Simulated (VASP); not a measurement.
Input of a VASP 6.6.1 run:

The input INCAR:

```
SYSTEM = Sn4Se
PREC     = Accurate       ! precision mode
ENCUT    = 600            ! plane-wave cutoff, eV
EDIFF    = 1E-6           ! SCF threshold, eV
ISMEAR   = 0              ! smearing method
SIGMA    = 0.1            ! smearing width, eV
LREAL    = .False.        ! projectors in reciprocal space
LASPH    = .True.         ! aspherical terms in the spheres
NELM     = 80             ! most SCF steps
ALGO     = Normal         ! electronic algorithm
ISIF     = 3              ! what is computed and relaxed
LWAVE    = .False.        ! write WAVECAR
LCHARG   = .False.        ! write CHGCAR
GGA      = PE             ! functional
IBRION   = 2              ! ionic algorithm
NSW      = 90             ! ionic steps
EDIFFG   = -0.04          ! ionic threshold
```

The input KPOINTS:

```
regular mesh
0
Gamma
  4 4 4
  0 0 0
```

POSCAR

```
Sn4Se
1.0
    0.0000000000      5.3455167500      5.3455167500
    5.3455167500      0.0000000000      5.3455167500
    5.3455167500      5.3455167500      0.0000000000
Sn Se
8 2
Direct
    0.3299050200      0.3299050200      0.3299050200
    0.3299050200      0.3299050200      0.0102849300
    0.3299050200      0.0102849300      0.3299050200
    0.0102849300      0.3299050200      0.3299050200
    0.9200949800      0.9200949800      0.2397150700
    0.9200949800      0.9200949800      0.9200949800
    0.9200949800      0.2397150700      0.9200949800
    0.2397150700      0.9200949800      0.9200949800
    0.7500000000      0.7500000000      0.7500000000
    0.5000000000      0.5000000000      0.5000000000
```

Potentials or basis: VASP PAW PBE potentials, release 64 (Sn_d, Se).

Launch:

```bash
$ cat potpaw_PBE.64/Sn_d/POTCAR potpaw_PBE.64/Se/POTCAR > POTCAR
$ mpirun -np 1 vasp_std > vasp.out
```

Problem. What does it give for the band gap on the k mesh?

Solution. Zero (bands 62 and 63 overlap by 0.29 eV).

Problem. Predict the space group after relaxing (to 0.1 Å).

Solution. Fd-3m (No. 227).

Problem. What does it give for the relaxed cell?

Solution. a = 7.679 Å, b = 7.679 Å, c = 7.679 Å, α = 60.00°, β = 60.00°, γ = 60.00°.

Problem. What does it give for the relaxed volume?

Solution. 32.01 Å³/atom.

The path:
| step | energy change (eV) | largest force (eV/Å) | pressure (GPa) | volume (Å³) |
| --- | --- | --- | --- | --- |
| 1 | 0.0000 | 14.7853 | 24.48 | 305.49 |
| 2 | -11.2768 | 0.3061 | -5.15 | 561.80 |
| 3 | -11.9839 | 0.2206 | -5.42 | 536.59 |
| 4 | -12.7135 | 0.1488 | -5.64 | 513.05 |
| 5 | -16.3749 | 0.5201 | -4.92 | 400.35 |
| 6 | -15.7863 | 2.5223 | -0.27 | 350.79 |
| 7 | -16.5864 | 0.8172 | -4.19 | 386.23 |
| 8 | -16.6029 | 1.0720 | -3.59 | 378.12 |
| 9 | -16.6064 | 1.0180 | -3.72 | 379.67 |
| 10 | -17.6736 | 0.8694 | -1.84 | 342.19 |
| 11 | -18.0362 | 0.5686 | 1.10 | 311.24 |
| 12 | -18.1606 | 0.1386 | 0.52 | 315.18 |
| 13 | -18.1723 | 0.0267 | 0.34 | 316.88 |
| 14 | -18.1754 | 0.0114 | -0.06 | 320.14 |

Caveat: semilocal functionals underestimate gaps, so a narrow gap can read as zero; spin-orbit coupling is left out, which moves the levels of the heavy elements.
